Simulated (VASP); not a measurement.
ZnSe3:

```xyz
4
Lattice="0.0000 3.9602 3.9602 3.9602 0.0000 3.9602 3.9602 3.9602 0.0000" Properties=species:S:1:pos:R:3 pbc="T T T"
Zn    3.9602    3.9602    3.9602
Se    0.0000    0.0000    0.0000
Se    1.9801    1.9801    1.9801
Se    5.9404    5.9404    5.9404
```

```yaml
Program: VASP 6.6.1
Task: relaxation of cell and atoms
Functional: PBE
Potentials_or_basis: VASP PAW PBE potentials, release 64 (Zn, Se)
Cutoff: 500 eV
k_mesh: 4 × 4 × 4
Occupations: gaussian, width 0.1 eV
Spin: no spin polarisation
```

At the start: pressure -9.3 GPa; volume 31.06 Å³/atom.

Task: How do energy, volume and symmetry change on relaxing?

Result: Over 5 steps the energy falls by 512.2 meV/atom and the volume is 19.60 Å³/atom (-36.9 %); space group Fm-3m (No. 225, to 0.05 Å).

Step by step:
| step | energy change (eV) | largest force (eV/Å) | pressure (GPa) | volume (Å³) |
| --- | --- | --- | --- | --- |
| 1 | 0.0000 | 0.0000 | -9.30 | 124.22 |
| 2 | -1.6146 | 0.0000 | -7.07 | 94.56 |
| 3 | -2.0363 | 0.0000 | -1.68 | 80.62 |
| 4 | -2.0459 | 0.0000 | 0.87 | 77.31 |
| 5 | -2.0487 | 0.0000 | -0.05 | 78.40 |

Final structure:
```yaml
crystal:
  lattice:
    - [0.00000, 3.39701, 3.39701]
    - [3.39701, 0.00000, 3.39701]
    - [3.39701, 3.39701, 0.00000]
  atoms:
    - { symbol: Zn, position: [0.50000, 0.50000, 0.50000] }
    - { symbol: Se, position: [0.00000, 0.00000, 0.00000] }
    - { symbol: Se, position: [0.25000, 0.25000, 0.25000] }
    - { symbol: Se, position: [0.75000, 0.75000, 0.75000] }
```

Caveat: the volume moved by over 15 % at a fixed basis, so the end points are rough.
